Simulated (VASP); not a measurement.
Wanted: the native input for a VASP 6.6.1 run.

```yaml
Task: single point
Functional: PBE
Potentials_or_basis: VASP PAW PBE potentials, release 64 (C)
Cutoff: 520 eV
k_mesh: 22 × 22 × 22
Occupations: fermi-dirac, width 0.1 eV
Spin: no spin polarisation
Dipole_correction: no
Further_INCAR_settings: ALGO = Normal; EDIFF = 1e-07; NBANDS = 8
```

The structure of C lies in POSCAR:

```
C
1.0
    1.6627523825      0.0000000000      0.0000000000
    0.0000000000      1.6627523825      0.0000000000
    0.0000000000      0.0000000000      1.6627523825
C
1
Direct
    0.0000000000      0.0000000000      0.0000000000
```

One way to write it, as run:

INCAR

```
SYSTEM = C
ALGO     = Normal         ! electronic algorithm
EDIFF    = 1E-7           ! SCF threshold, eV
ENCUT    = 520            ! plane-wave cutoff, eV
GGA      = PE             ! functional
ISIF     = 2              ! what is computed and relaxed
ISMEAR   = -1             ! smearing method
LASPH    = .True.         ! aspherical terms in the spheres
LCHARG   = .False.        ! write CHGCAR
LREAL    = .False.        ! projectors in reciprocal space
LWAVE    = .False.        ! write WAVECAR
NBANDS   = 8              ! bands
NELM     = 60             ! most SCF steps
PREC     = Accurate       ! precision mode
SIGMA    = 0.1            ! smearing width, eV
```

KPOINTS

```
k-points
0
Gamma
  22 22 22
  0 0 0
```

Potentials or basis: VASP PAW PBE potentials, release 64 (C).

Run with:

```bash
$ cat potpaw_PBE.64/C/POTCAR > POTCAR
$ mpirun -np 1 vasp_std > vasp.out
```

Results of the run:

```
Pressure               : 96.7 GPa
Band gap on the k mesh : zero (band 2 reaches 25.14 eV, above the bottom of band 3 at 12.56 eV)
```

Run time: 7.9 s on 1 thread of AMD EPYC 7R43 64-Core Processor (Zen 3) (shared host), peak memory 0.08 GiB.
